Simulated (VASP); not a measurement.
A run of VASP 6.6.1:

INCAR

```
PREC = Accurate ; ENCUT = 520
EDIFF = 1E-6 ; ISMEAR = -1
SIGMA = 0.05 ; LREAL = F
LASPH = T ; NELM = 150
ALGO = Normal ; ISIF = 2
LWAVE = F ; LCHARG = T
ISPIN = 2 ; MAGMOM = 1.7 -1.7
LORBIT = 11 ; LMAXMIX = 4
GGA = PS ; LELF = T
LVHAR = T ; NBANDS = 20
```

File KPOINTS:

```
Automatic mesh
0
Gamma
  21 21 15
```

File POSCAR:

```
Co
1.0
    2.4089170383      0.0000000000      0.0000000000
    0.0000000000      2.4089170383      0.0000000000
    0.0000000000      0.0000000000      3.4056643641
Co
2
Direct
    0.0000000000      0.0000000000      0.0000000000
    0.5000000000      0.5000000000      0.5000000000
```

Potentials or basis: VASP PAW PBE potentials, release 64 (Co).

Command:

```console
$ cat potpaw_PBE.64/Co/POTCAR > POTCAR
$ mpirun -np 1 vasp_std > vasp.out
```

Hardware: 1 thread of Oxide Virtual Turin-like Processor, with other jobs on the host.

Problem. Estimate the wall time of this run.

Solution. It took 8.4 min on 1 thread of Oxide Virtual Turin-like Processor, with other jobs on the host, peak memory 0.33 GiB. Counts: scf iterations 14, k points 528.
